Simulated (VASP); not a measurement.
Input of a VASP 6.6.1 run:

INCAR

```
SYSTEM = Ta2N
ALGO = Normal ; EDIFF = 1E-6
ENCUT = 520 ; GGA = PS
ISIF = 2 ; ISMEAR = 0
LASPH = .TRUE. ; LCHARG = .TRUE.
LELF = .TRUE. ; LREAL = .FALSE.
LVHAR = .TRUE. ; LWAVE = .FALSE.
NBANDS = 20 ; NELM = 100
PREC = Accurate ; SIGMA = 0.1
```

KPOINTS

```
k-points
0
G
  15 15 10
  0 0 0
```

The input POSCAR:

```
Ta2N
1.0
    3.0783696599     -0.0000000029      0.0000000000
   -1.5391848274      2.6659463291      0.0000000000
    0.0000000000      0.0000000000      4.8237847429
Ta N
2 1
Direct
    0.6666666667      0.3333333333      0.7463735094
    0.3333333333      0.6666666667      0.2536264906
    0.0000000000      0.0000000000      0.0000000000
```

Potentials or basis: VASP PAW PBE potentials, release 64 (Ta_pv, N).

Command:

```sh
$ cat potpaw_PBE.64/Ta_pv/POTCAR potpaw_PBE.64/N/POTCAR > POTCAR
$ mpirun -np 1 vasp_std > vasp.out
```

Task: Predict the band gap on the k mesh.

Result: Zero (an odd number of electrons rules out a gap without spin polarisation).

Task: Predict the largest force.

Result: 0.054 eV/Å.

Task: What does it give for the pressure?

Result: 0.6 GPa.

Forces on the atoms (eV/Å):
```
Ta   0.000  0.000 -0.054
Ta   0.000  0.000  0.054
N    0.000  0.000  0.000
```

Caveat: the PAW data sets were made with another functional, which shifts forces and pressure a little; spin-orbit coupling is left out, which moves the levels of the heavy elements.
